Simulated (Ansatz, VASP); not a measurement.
## Two plane-wave programs on CaOsO3

INCAR

```
SYSTEM = CaOsO3
  PREC = Accurate
  ENCUT = 520
  EDIFF = 1E-6
  ISMEAR = -1
  SIGMA = 0.15
  LREAL = .False.
  LASPH = .True.
  NELM = 100
  ALGO = Normal
  ISIF = 2
  LWAVE = .False.
  LCHARG = .False.
  GGA = CA
  NBANDS = 26
```

Contents of KPOINTS:

```
regular mesh
0
Gamma
  9 9 9
  0 0 0
```

The input POSCAR:

```
CaOsO3
1.0
    3.9521600000      0.0988040000      0.0000000000
    0.0988040000      3.9521600000      0.0000000000
    0.0000000000      0.0000000000      3.9521600000
Ca Os O
1 1 3
Direct
    0.0000000000      0.0000000000      0.0000000000
    0.5000000000      0.5000000000      0.5000000000
    0.5000000000      0.5000000000      0.0000000000
    0.5000000000      0.0000000000      0.5000000000
    0.0000000000      0.5000000000      0.5000000000
```

Input for Ansatz:

```yaml
crystal:
  lattice:
    - [3.95216, 0.098804, 0.0]
    - [0.098804, 3.95216, 0.0]
    - [0.0, 0.0, 3.95216]
  atoms:
    - { symbol: Ca, position: [0.0, 0.0, 0.0] }
    - { symbol: Os, position: [0.5, 0.5, 0.5] }
    - { symbol: O, position: [0.5, 0.5, 0.0] }
    - { symbol: O, position: [0.5, 0.0, 0.5] }
    - { symbol: O, position: [0.0, 0.5, 0.5] }
basis:
  ecutwfc: 520.0
kpoints:
  mp_grid:
    grid: [9, 9, 9]
hamiltonian:
  xc: lda
  pseudopotentials:
    kind: paw
scf:
  occupations:
    method: fermi_dirac
    width: 0.15
output:
  stress: true
```

Alike in both runs: task single point; functional LDA; k mesh 9 × 9 × 9; occupations fermi-dirac, width 0.15 eV; no spin polarisation.

```csv
,VASP,Ansatz
version,VASP 6.6.1,Ansatz 0.2.0
potentials or method,"VASP PAW LDA potentials, release 64 (Ca_sv, Os, O), cutoff 520 eV","plane waves, PAW"
valence electrons in the cell,36,44
```

|  | VASP | Ansatz | Ansatz less VASP |
| --- | --- | --- | --- |
| pressure (GPa) | -11.9 | -14.2 | -2.32 |
| traceless stress, the component that is largest in VASP (GPa) | -1.34 | -1.37 | -0.033 |

LDA's correlation is that of Perdew and Zunger in VASP and of Perdew and Wang (1992) in Ansatz. VASP's potentials hold 36 valence electrons a cell and Ansatz's 44, so a difference there can come from the potentials and not from the codes.

Neither program's run includes spin-orbit coupling.
